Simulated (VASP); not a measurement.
Here is a VASP 6.6.1 calculation.

Contents of INCAR:

```
SYSTEM = Ba
PREC = Accurate
ENCUT = 520
EDIFF = 1E-6
ISMEAR = -1
SIGMA = 0.1
LREAL = .FALSE.
LASPH = .TRUE.
NELM = 100
ALGO = Normal
ISIF = 2
LWAVE = .FALSE.
LCHARG = .TRUE.
GGA = RP
LELF = .TRUE.
LVHAR = .TRUE.
NBANDS = 11
```

The input KPOINTS:

```
regular mesh
0
G
  13 13 13
  0 0 0
```

The input POSCAR:

```
Ba
1.0
    4.0716264249      0.0000000000      0.0000000000
    0.0000000000      4.0716264249      0.0000000000
    0.0000000000      0.0000000000      4.0716264249
Ba
1
Direct
    0.0000000000      0.0000000000      0.0000000000
```

Potentials or basis: VASP PAW PBE potentials, release 64 (Ba_sv).

Command:

```console
$ cat potpaw_PBE.64/Ba_sv/POTCAR > POTCAR
$ mpirun -np 1 vasp_std > vasp.out
```

Problem. What does it give for the pressure?

Solution. 0.1 GPa.

Problem. What does it give for the band gap on the k mesh?

Solution. 0.06 eV, indirect (least direct gap 0.06 eV).

Caveat: the PAW data sets were made with another functional, which shifts forces and pressure a little; spin-orbit coupling is left out, which moves the levels of the heavy elements. A k mesh can miss the band edges.
